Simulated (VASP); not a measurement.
# NaF (R-3m) in VASP: notebook, part 2 of 3

VASP 6.6.1.

### 4 Electric field gradients, LDA (equal xy, yz and zx shear strains of -1 %)

Contents of INCAR:

```
SYSTEM = NaF
PREC     = Accurate       ! precision mode
ENCUT    = 520            ! plane-wave cutoff, eV
EDIFF    = 1E-8           ! SCF threshold, eV
ISMEAR   = -1             ! smearing method
SIGMA    = 0.02           ! smearing width, eV
LREAL    = .False.        ! projectors in reciprocal space
LASPH    = .True.         ! aspherical terms in the spheres
NELM     = 100            ! most SCF steps
ALGO     = Normal         ! electronic algorithm
ISIF     = 2              ! what is computed and relaxed
LWAVE    = .False.        ! write WAVECAR
LCHARG   = .False.        ! write CHGCAR
LEFG     = .True.       
NBANDS   = 14             ! bands
```

Contents of KPOINTS:

```
Automatic mesh
0
Gamma
  10 10 10
  0 0 0
```

Contents of POSCAR:

```
NaF
1.0
   -0.0232330000      2.3116835000      2.3116835000
    2.3116835000     -0.0232330000      2.3116835000
    2.3116835000      2.3116835000     -0.0232330000
Na F
1 1
Direct
    0.0000000000      0.0000000000      0.0000000000
    0.5000000000      0.5000000000      0.5000000000
```

Potentials or basis: VASP PAW LDA potentials, release 64 (Na_pv, F).

Launch:

```console
cat potpaw_LDA.64/Na_pv/POTCAR potpaw_LDA.64/F/POTCAR > POTCAR
mpirun -np 1 vasp_std > vasp.out
```

OUTCAR:

```text
SYSTEM = NaF
   PREC = Accurate
   ENCUT = 520
   EDIFF = 1E-8
   ISMEAR = -1
   LREAL = .False.
   LASPH = .True.
   NELM = 100
   ISIF = 2

 ion  position               nearest neighbor table
   1  0.000  0.000  0.000-   2 2.32   2 2.32   2 2.32   2 2.32   2 2.32   2 2.32
   2  0.500  0.500  0.500-   1 2.32   1 2.32   1 2.32   1 2.32   1 2.32   1 2.32

  LATTYP: Found a trigonal (rhomboedric) cell.
 ALAT       =     3.2692967104
 COS(alpha) =     0.4899250057

  Lattice vectors:

 A1 = (  -0.0232330000,   2.3116835000,   2.3116835000)
 A2 = (   2.3116835000,  -0.0232330000,   2.3116835000)
 A3 = (   2.3116835000,   2.3116835000,  -0.0232330000)

Analysis of symmetry for initial positions (statically):
=====================================================================
 Subroutine PRICEL returns:
 Original cell was already a primitive cell.

 Routine SETGRP: Setting up the symmetry group for a
 trigonal (rhombohedral) supercell.

 Subroutine GETGRP returns: Found 12 space group operations
 (whereof 12 operations were pure point group operations)
 out of a pool of 12 trial point group operations.

The static configuration has the point symmetry D_3d.

Analysis of symmetry for dynamics (positions and initial velocities):
=====================================================================
 Subroutine PRICEL returns:
 Original cell was already a primitive cell.

 Routine SETGRP: Setting up the symmetry group for a
 trigonal (rhombohedral) supercell.

 Subroutine GETGRP returns: Found 12 space group operations
 (whereof 12 operations were pure point group operations)
 out of a pool of 12 trial point group operations.

[... 552 lines left out ...]
      6      -2.9562      2.00000
      7      -2.8616      2.00000
      8       7.6112      0.00000
      9      10.8039      0.00000
     10      13.6911      0.00000
     11      16.4228      0.00000
     12      16.6834      0.00000
     13      22.3395      0.00000
     14      23.5767      0.00000

 [... further k-points ...]

------------------------ aborting loop because EDIFF is reached ----------------------------------------

  FORCE on cell =-STRESS in cart. coord.  units (eV):
  Direction    XX          YY          ZZ          XY          YZ          ZX
  --------------------------------------------------------------------------------------
  -------------------------------------------------------------------------------------
  Total       -0.7388351     -0.7388351     -0.7388351      0.0433616      0.0433616      0.0433616
  in kB      -47.2003144    -47.2003144    -47.2003144      2.7701464      2.7701464      2.7701464
  external PRESSURE =     -47.2003144 kB  Pullay stress =       0.0000000 kB

 VOLUME and BASIS-vectors are now :
 -----------------------------------------------------------------------------
  energy-cutoff  :      520.00
  volume of cell :       25.08
      direct lattice vectors                 reciprocal lattice vectors
    -0.023233000  2.311683500  2.311683500    -0.213058903  0.215221937  0.215221937
     2.311683500 -0.023233000  2.311683500     0.215221937 -0.213058903  0.215221937
     2.311683500  2.311683500 -0.023233000     0.215221937  0.215221937 -0.213058903

 POSITION                                       TOTAL-FORCE (eV/Angst)
 -----------------------------------------------------------------------------------
      0.00000      0.00000      0.00000         0.000000      0.000000      0.000000
      2.30007      2.30007      2.30007        -0.000000     -0.000000     -0.000000
 -----------------------------------------------------------------------------------
    total drift:                                0.000000     -0.000000      0.000000

  FREE ENERGIE OF THE ION-ELECTRON SYSTEM (eV)
  ---------------------------------------------------
  free  energy   TOTEN  =        -9.2991587730 eV

  energy  without entropy=       -9.2991587730  energy(sigma->0) =       -9.29915877

 Electric field gradients (V/A^2)
---------------------------------------------------------------------
 ion       V_xx      V_yy      V_zz      V_xy      V_xz      V_yz
---------------------------------------------------------------------
   1      -0.000     0.000    -0.000     0.433     0.433     0.433
   2      -0.000    -0.000    -0.000    -0.706    -0.706    -0.706
---------------------------------------------------------------------

 Electric field gradients after diagonalization (V/A^2)
 (convention: |V_zz| > |V_xx| > |V_yy|)
----------------------------------------------------------------------
 ion       V_xx      V_yy      V_zz     asymmetry (V_yy - V_xx)/ V_zz
----------------------------------------------------------------------
   1      -0.433    -0.433     0.866       0.000
   2       0.706     0.706    -1.411       0.000
----------------------------------------------------------------------

           NMR quadrupolar parameters

 Cq : quadrupolar parameter    Cq=e*Q*V_zz/h
 eta: asymmetry parameters     (V_yy - V_xx)/ V_zz
 Q  : nuclear electric quadrupole moment in mb (millibarn)
----------------------------------------------------------------------
 ion       Cq(MHz)       eta       Q (mb)
----------------------------------------------------------------------
   1       0.002       0.000       1.000
   2      -0.003       0.000       1.000
----------------------------------------------------------------------
```

OSZICAR:

```text
N       E                     dE             d eps       ncg     rms          rms(c)
DAV:   1     0.104820888491E+03    0.10482E+03   -0.77462E+03  3278   0.120E+03
DAV:   2    -0.489289434821E+01   -0.10971E+03   -0.10197E+03  3560   0.329E+02
DAV:   3    -0.101100702880E+02   -0.52172E+01   -0.52072E+01  4088   0.665E+01
DAV:   4    -0.101506166495E+02   -0.40546E-01   -0.40545E-01  3608   0.629E+00
DAV:   5    -0.101509974775E+02   -0.38083E-03   -0.38083E-03  4088   0.608E-01    0.508E+00
DAV:   6    -0.934533414117E+01    0.80566E+00   -0.28543E+00  3830   0.148E+01    0.182E+00
DAV:   7    -0.931519871989E+01    0.30135E-01   -0.36679E-02  3386   0.198E+00    0.979E-01
DAV:   8    -0.929918814943E+01    0.16011E-01   -0.23906E-02  3602   0.333E+00    0.145E-01
DAV:   9    -0.929926926315E+01   -0.81114E-04   -0.23286E-03  4160   0.459E-01    0.107E-01
DAV:  10    -0.929915992926E+01    0.10933E-03   -0.57789E-04  3692   0.200E-01    0.851E-03
DAV:  11    -0.929915882460E+01    0.11047E-05   -0.14948E-05  3886   0.870E-02    0.233E-03
DAV:  12    -0.929915876760E+01    0.56998E-07   -0.13043E-06  3704   0.137E-02    0.980E-04
DAV:  13    -0.929915878087E+01   -0.13267E-07   -0.18024E-07  3950   0.369E-03    0.787E-04
DAV:  14    -0.929915877304E+01    0.78253E-08   -0.33721E-08  2954   0.179E-03
   1 F= -.92991588E+01 E0= -.92991588E+01  d E =-.897300E-12
```

Run time: 72 s. Hardware: 1 thread of AMD EPYC 7R13, shared host; peak memory 0.12 GiB.

What came out:

| Property | Result |
| --- | --- |
| Free energy | -9.2992 eV |
| Pressure | -4.7 GPa |
| Band gap on the k mesh | 5.88 eV, direct |

Stress tensor (GPa, compression positive):
```
-4.72  0.28  0.28
 0.28 -4.72  0.28
 0.28  0.28 -4.72
```

Electric field gradients, principal values (V/Å²):
```
atom   least  middle  greatest (by size)
1 Na  -0.433  -0.433               0.866
 2 F   0.706   0.706              -1.411
```

Caveat: the cell differs from its parent crystal (equal xy, yz and zx shear strains of -1 %); without QUAD_EFG the Cq values of the log hold for a quadrupole moment of 1 mb, not for the nuclei. A k mesh can miss the band edges.

### 5 Electric field gradients, LDA (equal xy, yz and zx shear strains of +1 %)

Contents of INCAR:

```
SYSTEM = NaF
PREC = Accurate ; ENCUT = 520
EDIFF = 1E-8 ; ISMEAR = -1
SIGMA = 0.02 ; LREAL = .FALSE.
LASPH = .TRUE. ; NELM = 60
ALGO = Normal ; ISIF = 2
LWAVE = .FALSE. ; LCHARG = .FALSE.
LEFG = .TRUE. ; NBANDS = 14
```

Contents of KPOINTS:

```
Automatic mesh
0
G
  10 10 10
  0 0 0
```

Contents of POSCAR:

```
NaF
1.0
    0.0232330000      2.3349165000      2.3349165000
    2.3349165000      0.0232330000      2.3349165000
    2.3349165000      2.3349165000      0.0232330000
Na F
1 1
Direct
    0.0000000000      0.0000000000      0.0000000000
    0.5000000000      0.5000000000      0.5000000000
```

Potentials or basis: VASP PAW LDA potentials, release 64 (Na_pv, F).

Launch:

```console
cat potpaw_LDA.64/Na_pv/POTCAR potpaw_LDA.64/F/POTCAR > POTCAR
mpirun -np 1 vasp_std > vasp.out
```

OUTCAR:

```text
SYSTEM = NaF
   PREC = Accurate
   ENCUT = 520
   EDIFF = 1E-8
   ISMEAR = -1
   LREAL = .FALSE.
   LASPH = .TRUE.
   NELM = 60
   ISIF = 2

 ion  position               nearest neighbor table
   1  0.000  0.000  0.000-   2 2.32   2 2.32   2 2.32   2 2.32   2 2.32   2 2.32
   2  0.500  0.500  0.500-   1 2.32   1 2.32   1 2.32   1 2.32   1 2.32   1 2.32

  LATTYP: Found a trigonal (rhomboedric) cell.
 ALAT       =     3.3021523127
 COS(alpha) =     0.5099250056

  Lattice vectors:

 A1 = (   0.0232330000,   2.3349165000,   2.3349165000)
 A2 = (   2.3349165000,   0.0232330000,   2.3349165000)
 A3 = (   2.3349165000,   2.3349165000,   0.0232330000)

Analysis of symmetry for initial positions (statically):
=====================================================================
 Subroutine PRICEL returns:
 Original cell was already a primitive cell.

 Routine SETGRP: Setting up the symmetry group for a
 trigonal (rhombohedral) supercell.

 Subroutine GETGRP returns: Found 12 space group operations
 (whereof 12 operations were pure point group operations)
 out of a pool of 12 trial point group operations.

The static configuration has the point symmetry D_3d.

Analysis of symmetry for dynamics (positions and initial velocities):
=====================================================================
 Subroutine PRICEL returns:
 Original cell was already a primitive cell.

 Routine SETGRP: Setting up the symmetry group for a
 trigonal (rhombohedral) supercell.

 Subroutine GETGRP returns: Found 12 space group operations
 (whereof 12 operations were pure point group operations)
 out of a pool of 12 trial point group operations.

[... 554 lines left out ...]
      7      -2.9008      2.00000
      8       7.6108      0.00000
      9      10.8216      0.00000
     10      13.6855      0.00000
     11      16.4395      0.00000
     12      16.6379      0.00000
     13      22.3676      0.00000
     14      23.5450      0.00000

 [... further k-points ...]

------------------------ aborting loop because EDIFF is reached ----------------------------------------

  FORCE on cell =-STRESS in cart. coord.  units (eV):
  Direction    XX          YY          ZZ          XY          YZ          ZX
  --------------------------------------------------------------------------------------
  -------------------------------------------------------------------------------------
  Total       -0.7388837     -0.7388837     -0.7388837     -0.0457096     -0.0457096     -0.0457096
  in kB      -47.2033971    -47.2033971    -47.2033971     -2.9201435     -2.9201435     -2.9201435
  external PRESSURE =     -47.2033971 kB  Pullay stress =       0.0000000 kB

 VOLUME and BASIS-vectors are now :
 -----------------------------------------------------------------------------
  energy-cutoff  :      520.00
  volume of cell :       25.08
      direct lattice vectors                 reciprocal lattice vectors
     0.023233000  2.334916500  2.334916500    -0.217363340  0.215221830  0.215221830
     2.334916500  0.023233000  2.334916500     0.215221830 -0.217363340  0.215221830
     2.334916500  2.334916500  0.023233000     0.215221830  0.215221830 -0.217363340

 POSITION                                       TOTAL-FORCE (eV/Angst)
 -----------------------------------------------------------------------------------
      0.00000      0.00000      0.00000         0.000000      0.000000     -0.000000
      2.34653      2.34653      2.34653        -0.000000     -0.000000      0.000000
 -----------------------------------------------------------------------------------
    total drift:                                0.000000      0.000000      0.000000

  FREE ENERGIE OF THE ION-ELECTRON SYSTEM (eV)
  ---------------------------------------------------
  free  energy   TOTEN  =        -9.2991617587 eV

  energy  without entropy=       -9.2991617587  energy(sigma->0) =       -9.29916176

 Electric field gradients (V/A^2)
---------------------------------------------------------------------
 ion       V_xx      V_yy      V_zz      V_xy      V_xz      V_yz
---------------------------------------------------------------------
   1       0.000    -0.000    -0.000    -0.437    -0.437    -0.437
   2      -0.000     0.000    -0.000     0.747     0.747     0.747
---------------------------------------------------------------------

 Electric field gradients after diagonalization (V/A^2)
 (convention: |V_zz| > |V_xx| > |V_yy|)
----------------------------------------------------------------------
 ion       V_xx      V_yy      V_zz     asymmetry (V_yy - V_xx)/ V_zz
----------------------------------------------------------------------
   1       0.437     0.437    -0.875       0.000
   2      -0.747    -0.747     1.494       0.000
----------------------------------------------------------------------

           NMR quadrupolar parameters

 Cq : quadrupolar parameter    Cq=e*Q*V_zz/h
 eta: asymmetry parameters     (V_yy - V_xx)/ V_zz
 Q  : nuclear electric quadrupole moment in mb (millibarn)
----------------------------------------------------------------------
 ion       Cq(MHz)       eta       Q (mb)
----------------------------------------------------------------------
   1      -0.002       0.000       1.000
   2       0.004       0.000       1.000
----------------------------------------------------------------------
```

stdout:

```text
POSCAR found type information on POSCAR NaF
 POSCAR found :  2 types and       2 ions
 scaLAPACK will be used
 LDA part: xc-table for (Slater(with rela. corr.)+CA(PZ))
 , standard interpolation
 POSCAR, INCAR and KPOINTS ok, starting setup
 FFT: planning ... GRIDC
 FFT: planning ... GRID_SOFT
 FFT: planning ... GRID
 WAVECAR not read
 entering main loop
ion   1

ion   2
```

Wall time 1.9 min (1 thread of AMD EPYC 7R13, shared host); peak memory 0.13 GiB.

Results:

```
Free energy            : -9.2992 eV
Pressure               : -4.7 GPa
Band gap on the k mesh : 5.90 eV, direct
```

Stress tensor (GPa, compression positive):
```
-4.72 -0.29 -0.29
-0.29 -4.72 -0.29
-0.29 -0.29 -4.72
```

Electric field gradients, principal values (V/Å²):
| atom | least | middle | greatest (by size) |
| --- | --- | --- | --- |
| 1 Na | 0.437 | 0.437 | -0.875 |
| 2 F | -0.747 | -0.747 | 1.494 |

Caveat: the cell differs from its parent crystal (equal xy, yz and zx shear strains of +1 %); without QUAD_EFG the Cq values of the log hold for a quadrupole moment of 1 mb, not for the nuclei.

[end of part 2 of 3]
